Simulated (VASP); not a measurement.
Wanted: the native input for a VASP 6.6.1 run.

| Property | Result |
| --- | --- |
| Task | single point |
| Functional | PBEsol |
| Potentials or basis | VASP PAW PBE potentials, release 64 (Al, N) |
| Cutoff | 520 eV |
| k mesh | 8 × 8 × 6 |
| Occupations | gaussian, width 0.01 eV |
| Spin | no spin polarisation |
| Dipole correction | no |
| Further INCAR settings | ALGO = Normal; EDIFF = 1e-06; NBANDS = 16 |

The structure of AlN lies in POSCAR:

```
AlN
1.0
    3.0517280178      0.0000000000      0.0000000000
   -1.5258640089      2.6428739888      0.0000000000
    0.0000000000      0.0000000000      4.8566957061
Al N
2 2
Direct
    0.3333333333      0.6666666667     -0.0018248900
    0.6666666667      0.3333333333      0.4981751100
    0.3333333333      0.6666666667      0.3818248900
    0.6666666667      0.3333333333      0.8818248900
```

These files were run (other wordings do the same):

INCAR

```
SYSTEM = AlN
ALGO = Normal
EDIFF = 1E-6
ENCUT = 520
GGA = PS
ISIF = 2
ISMEAR = 0
LASPH = .TRUE.
LCHARG = .FALSE.
LREAL = .FALSE.
LWAVE = .FALSE.
NBANDS = 16
NELM = 60
PREC = Accurate
SIGMA = 0.01
```

KPOINTS

```
k-points
0
G
  8 8 6
  0 0 0
```

Potentials or basis: VASP PAW PBE potentials, release 64 (Al, N).

The run is started by

```bash
$ cat potpaw_PBE.64/Al/POTCAR potpaw_PBE.64/N/POTCAR > POTCAR
$ mpirun -np 1 vasp_std > vasp.out
```

Results of the run:

```json
{
 "Pressure": "15.1 GPa",
 "Band gap on the k mesh": "4.66 eV"
}
```

Caveat: the cell stands under pressure; the PAW data sets were made with another functional, which shifts forces and pressure a little.

Run time: 11 s on 1 thread of Intel(R) Xeon(R) Platinum 8488C (Sapphire Rapids), with other jobs on the host, peak memory 0.15 GiB.
